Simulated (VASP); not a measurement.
Wanted: the native input for a VASP 6.6.1 run.

```yaml
Task: single point
Functional: PBE
Potentials_or_basis: VASP PAW PBE potentials, release 64 (Sr_sv, Cl)
Cutoff: 520 eV
k_mesh: 6 × 6 × 6
Occupations: gaussian, width 0.01 eV
Spin: no spin polarisation
Dipole_correction: no
Further_INCAR_settings: ALGO = Normal; EDIFF = 1e-07; NBANDS = 19
```

The structure of SrCl2 lies in POSCAR:

```
SrCl2
1.0
    0.0000000000      3.5540598055      3.5540598055
    3.5540598055      0.0000000000      3.5540598055
    3.5540598055      3.5540598055      0.0000000000
Sr Cl
1 2
Direct
    0.0000000000      0.0000000000      0.0000000000
    0.2500000000      0.2500000000      0.2500000000
    0.7500000000      0.7500000000      0.7500000000
```

One way to write it, as run:

INCAR

```
SYSTEM = SrCl2
PREC = Accurate
ENCUT = 520
EDIFF = 1E-7
ISMEAR = 0
SIGMA = 0.01
LREAL = .False.
LASPH = .True.
NELM = 100
ALGO = Normal
ISIF = 2
LWAVE = .False.
LCHARG = .False.
GGA = PE
NBANDS = 19
```

KPOINTS

```
Automatic mesh
0
Gamma
  6 6 6
  0 0 0
```

Potentials or basis: VASP PAW PBE potentials, release 64 (Sr_sv, Cl).

The run is started by

```console
$ cat potpaw_PBE.64/Sr_sv/POTCAR potpaw_PBE.64/Cl/POTCAR > POTCAR
$ mpirun -np 1 vasp_std > vasp.out
```

It gave:

The pressure is -0.8 GPa. The band gap on the k mesh is 5.12 eV (least direct gap 5.44 eV).

Wall time 44 s on 1 thread of Intel Xeon 8259CL, on a shared host, peak memory 0.24 GiB.
